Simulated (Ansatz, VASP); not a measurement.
## Si: VASP beside Ansatz

The input INCAR:

```
  PREC = Accurate
  ENCUT = 520
  EDIFF = 1E-6
  ISMEAR = 0
  SIGMA = 0.01
  LREAL = F
  LASPH = T
  NELM = 80
  ALGO = Normal
  ISIF = 2
  LWAVE = F
  LCHARG = T
  GGA = PE
  LELF = T
  LVHAR = T
  NBANDS = 11
```

File KPOINTS:

```
regular mesh
0
Gamma
  8 8 8
```

The input POSCAR:

```
Si
1.0
    0.0000000000      2.6689740000      2.6689740000
    2.6689740000      0.0000000000      2.6689740000
    2.6689740000      2.6689740000      0.0000000000
Si
2
Direct
    0.0000000000      0.0000000000      0.0000000000
    0.2500000000      0.2500000000      0.2500000000
```

Input for Ansatz:

```yaml
crystal:
  atoms:
  - position: [0.0, 0.0, 0.0]
    symbol: Si
  - position: [0.25, 0.25, 0.25]
    symbol: Si
  lattice:
  - [0.0, 2.668974, 2.668974]
  - [2.668974, 0.0, 2.668974]
  - [2.668974, 2.668974, 0.0]
hamiltonian:
  dispersion: none
  pseudopotentials:
    kind: all_electron
    lapw: {basis_error: 0.025 meV}
    relativity: scalar
  xc: pbe
kpoints:
  mp_grid:
    grid: [8, 8, 8]
    shift: [0, 0, 0]
magnetization: {spin_polarized: false}
output: {forces: true, stress: true}
scf:
  convergence: {dr2_threshold: 1e-10 eV}
  lower_state_search: 'off'
  max_iter: 200
  occupations: {method: fixed}
```

Alike in both runs: task single point; functional PBE; k mesh 8 × 8 × 8; no spin polarisation.

```csv
,VASP,Ansatz
version,VASP 6.6.1,Ansatz 0.2 development build
potentials or method,"VASP PAW PBE potentials, release 64 (Si), cutoff 520 eV","all-electron full-potential LAPW, scalar-relativistic"
occupations,"gaussian, width 0.01 eV",fixed
```

```tsv
	VASP	Ansatz	Ansatz less VASP
gap on the k mesh at the Fermi level (eV)	0.53	0.53	0.000
pressure (GPa)	7.6	7.6	+0.03
```

Ansatz ran all-electron here, and VASP with PAW potentials.
